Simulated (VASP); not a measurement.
## Zr5C2: relaxation of cell and atoms with PBE

Zr5C2:

```
Zr C
1.0
     5.19949    0.00000    0.00000
    -2.59974    4.50289    0.00000
     0.00000    0.00000    5.57238
Zr C
5 2
Direct
  0.50000 0.00000 0.00000
  0.00000 0.50000 0.00000
  0.50000 0.50000 0.00000
  0.33333 0.66667 0.50000
  0.66667 0.33333 0.50000
  0.00000 0.00000 0.71506
  0.00000 0.00000 0.28494
```

The cell was generated, and may not be a known phase.

```
Program                : VASP 6.6.1
Task                   : relaxation of cell and atoms
Functional             : PBE
Potentials or basis    : VASP PAW PBE potentials, release 64 (Zr_sv, C)
Cutoff                 : 600 eV
k mesh                 : 6 × 6 × 4
Occupations            : gaussian, width 0.1 eV
Spin                   : no spin polarisation
Dipole correction      : no
Further INCAR settings : ALGO = Normal; EDIFF = 1e-07; IBRION = 2; EDIFFG = -0.04; NSW = 90; ISIF = 3
```

```yaml
Relaxed_volume: 20.09 Å³/atom
Relaxed_cell: a = 5.632 Å, b = 5.632 Å, c = 5.120 Å, α = 90.00°, β = 90.00°, γ = 120.00°
Space_group_after_relaxing_to_0.1_Å: P6/mmm (No. 191)
Pressure_after_relaxing: 0.0 GPa
Largest_force_after_relaxing: 0.024 eV/Å
Band_gap_on_the_k_mesh: zero (bands 34 and 35 overlap by 0.68 eV)
```

Forces in eV/Å, atoms in the order of the input:
```
Zr   0.000  0.000  0.000
Zr   0.000  0.000  0.000
Zr   0.000  0.000  0.000
Zr   0.000  0.000  0.000
Zr   0.000  0.000  0.000
C    0.000  0.000  0.024
C    0.000  0.000 -0.024
```

Final structure:
```
Zr C
1.0
     5.63226    0.00000    0.00000
    -2.81613    4.87768    0.00000
     0.00000    0.00000    5.11979
Zr C
5 2
Direct
  0.50000 0.00000 0.00000
  0.00000 0.50000 0.00000
  0.50000 0.50000 0.00000
  0.33333 0.66667 0.50000
  0.66667 0.33333 0.50000
  0.00000 0.00000 0.63174
  0.00000 0.00000 0.36826
```

Levels at points of the mesh, in eV from the Fermi level:
```csv
k point,band 31,band 32,band 33,band 34,band 35,band 36,band 37,band 38
"(0.00, 0.00, 0.00)",-1.33,-1.33,-0.65,-0.65,0.30,0.30,0.52,1.12
"(0.50, 0.00, 0.00)",-0.80,-0.63,0.02,0.04,0.13,0.21,0.71,0.93
"(0.00, 0.00, 0.50)",-0.51,-0.51,-0.04,0.44,0.44,0.46,0.57,0.66
"(0.50, 0.00, 0.50)",-0.93,-0.57,-0.08,0.16,0.50,0.57,0.72,0.81
```

It took 42 min on 1 thread of Intel(R) Xeon(R) Platinum 8488C (Sapphire Rapids) (shared host), peak memory 0.34 GiB.
